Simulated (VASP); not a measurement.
Set up this calculation in VASP 6.6.1, as the native input.

```
Task                   : single point
Functional             : PBE
Potentials or basis    : VASP PAW PBE potentials, release 64 (Sn_d, Se)
Cutoff                 : 480 eV
k mesh                 : 20 × 20 × 11
Occupations            : tetrahedron, width 0.03 eV
Spin                   : no spin polarisation
Tolerance level        : standard
Purpose                : density of states
K density              : 7 × 7 × 4
Further INCAR settings : ALGO = Normal; EDIFF = 1e-06; NBANDS = 31
```

The system is SnSe2.

```xyz
3
Lattice="3.8110 0.0000 0.0000 -1.9055 3.3004 0.0000 0.0000 0.0000 6.1360" Properties=species:S:1:pos:R:3 pbc="T T T"
Sn    0.0000    0.0000    0.0000
Se    1.9055    1.1001    4.6081
Se    0.0000    2.2003    1.5279
```

These files were run (other wordings do the same):

POSCAR

```
SnSe2
1.0
    3.8110000000      0.0000000000      0.0000000000
   -1.9055000000      3.3004228138      0.0000000000
    0.0000000000      0.0000000000      6.1360000000
Sn Se
1 2
Direct
    0.0000000000      0.0000000000      0.0000000000
    0.6666666667      0.3333333333      0.7510000000
    0.3333333333      0.6666666667      0.2490000000
```

INCAR.step1

```
  GGA = PE
  ISMEAR = 0
  SIGMA = 0.03
  LWAVE = F
  LCHARG = T
  NBANDS = 31
  PREC = Accurate
  LASPH = T
  LREAL = F
  ALGO = Normal
  EDIFF = 1E-6
  NELM = 120
  GGA_COMPAT = F
  ENCUT = 480
  EFERMI = MIDGAP
  KPAR = 2
```

KPOINTS.step1

```
k-points
0
Gamma
  7 7 4
```

INCAR.step2

```
  GGA = PE
  ISMEAR = -5
  LWAVE = F
  LCHARG = F
  NBANDS = 31
  PREC = Accurate
  LASPH = T
  LREAL = F
  ALGO = Normal
  EDIFF = 1E-6
  NELM = 120
  GGA_COMPAT = F
  ENCUT = 480
  EFERMI = MIDGAP
  NEDOS = 4001
  LORBIT = 11
  EMIN = -12.4273
  EMAX = 12.5727
  ICHARG = 11
  KPAR = 2
```

KPOINTS.step2

```
Automatic mesh
0
Gamma
  20 20 11
  0 0 0
```

Potentials or basis: VASP PAW PBE potentials, release 64 (Sn_d, Se).

Run with:

```sh
$ cat potpaw_PBE.64/Sn_d/POTCAR potpaw_PBE.64/Se/POTCAR > POTCAR
$ cp INCAR.step1 INCAR
$ cp KPOINTS.step1 KPOINTS
$ mpirun -np 2 vasp_std > vasp.out
$ cp INCAR.step2 INCAR
$ cp KPOINTS.step2 KPOINTS
$ mpirun -np 2 vasp_std > vasp.out
```

It gave:

| Property | Result |
| --- | --- |
| Band gap on the k mesh | 0.71 eV (least direct gap 1.09 eV) |
| Valence electrons inside the program's atomic spheres | Sn 12.23; Se 3.85 |

Caveat: spin-orbit coupling is left out, which moves the levels of the heavy elements; an odd mesh through Γ misses points on the zone boundary, where band edges can lie.

Wall time 2.3 min on 2 MPI ranks on AMD EPYC 9R45 96-Core Processor (Zen 5), on a shared host, peak memory 0.73 GiB a rank.
